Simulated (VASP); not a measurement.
Rh, 1 atom in the cell. Symmetry: Fm-3m, No. 225, cubic system. The conventional cell has a = 3.690 Å, b = 3.690 Å, c = 3.690 Å, α = 90.00°, β = 90.00°, γ = 90.00°. Rh (site symmetry m-3m) has 12 Rh at 2.61 Å within 3.4 Å. 

```yaml
Program: VASP 6.6.1
Task: relaxation of cell and atoms
Functional: r2SCAN
Potentials_or_basis: VASP PAW PBE potentials, release 64 (Rh_pv)
Cutoff: 600 eV
k_mesh: 18 × 18 × 18
Occupations: gaussian, width 0.1 eV
Spin: no spin polarisation
Target_pressure: 30 GPa
Dipole_correction: no
Further_INCAR_settings: ALGO = Normal; EDIFF = 1e-06; IBRION = 2; EDIFFG = -0.008; NSW = 70; ISIF = 3
```

Potentials or basis: VASP PAW PBE potentials, release 64 (Rh_pv).

The run is started by

```bash
$ cat potpaw_PBE.64/Rh_pv/POTCAR > POTCAR
$ cp INCAR.step1 INCAR
$ mpirun -np 1 vasp_std > vasp.out
$ cp INCAR.step2 INCAR
$ mpirun -np 1 vasp_std > vasp.out
```

Hardware: 1 thread of AMD EPYC 7571, with other jobs on the host.

Question: How long does it take, and how much memory?

Answer: Run time: 16 min on 1 thread of AMD EPYC 7571 (shared host), peak memory 0.15 GiB. Counts: k points 195, ion steps 3.
